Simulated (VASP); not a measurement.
Set up this calculation in VASP 6.6.1, as the native input.

| Property | Result |
| --- | --- |
| Task | single point |
| Functional | r2SCAN |
| Potentials or basis | VASP PAW PBE potentials, release 64 (Si, C) |
| Cutoff | 520 eV |
| k mesh | 10 × 10 × 10 |
| Occupations | gaussian, width 0.01 eV |
| Spin | no spin polarisation |
| Dipole correction | no |
| Further INCAR settings | ALGO = Normal; EDIFF = 1e-06; NBANDS = 11 |

The system is SiC.

```
Si C
1.0
     2.15639    2.15639    0.00000
    -2.15639    2.15639    0.00000
     0.00000    2.15639    2.19124
Si C
1 1
Direct
  0.00000 0.00000 0.00000
  0.75000 0.25000 0.50000
```

This cell differs from its parent crystal: in-plane strain -0.01.

These files were run (other wordings do the same):

POSCAR

```
SiC
1.0
    2.1563883294      2.1563883294      0.0000000000
   -2.1563883294      2.1563883294      0.0000000000
    0.0000000000      2.1563883294      2.1912390499
Si C
1 1
Direct
    0.0000000000      0.0000000000      0.0000000000
    0.7500000000      0.2500000000      0.5000000000
```

INCAR.step1

```
PREC = Accurate
ENCUT = 520
ISMEAR = 0
SIGMA = 0.01
LREAL = F
LASPH = T
NELM = 60
NBANDS = 11
GGA = PE
ALGO = Normal
EDIFF = 1E-4
LWAVE = T
LCHARG = F
```

INCAR.step2

```
PREC = Accurate
ENCUT = 520
EDIFF = 1E-6
ISMEAR = 0
SIGMA = 0.01
LREAL = F
LASPH = T
NELM = 60
ALGO = Normal
ISIF = 2
LWAVE = F
LCHARG = F
METAGGA = R2SCAN
LMIXTAU = T
NBANDS = 11
ISTART = 1
```

KPOINTS

```
regular mesh
0
Gamma
  10 10 10
```

Potentials or basis: VASP PAW PBE potentials, release 64 (Si, C).

The run is started by

```bash
$ cat potpaw_PBE.64/Si/POTCAR potpaw_PBE.64/C/POTCAR > POTCAR
$ cp INCAR.step1 INCAR
$ mpirun -np 1 vasp_std > vasp.out
$ cp INCAR.step2 INCAR
$ mpirun -np 1 vasp_std > vasp.out
```

Results of the run:

| Item | Value |
| --- | --- |
| Pressure | 3.1 GPa |
| Band gap on the k mesh | 1.63 eV (least direct gap 5.06 eV) |

Caveat: the cell differs from its parent crystal (in-plane strain -0.01); the cell stands under pressure; the PAW data sets were made with another functional, which shifts forces and pressure a little.

It took 120 s on 1 thread of Intel Xeon 8259CL (shared host), peak memory 0.15 GiB.
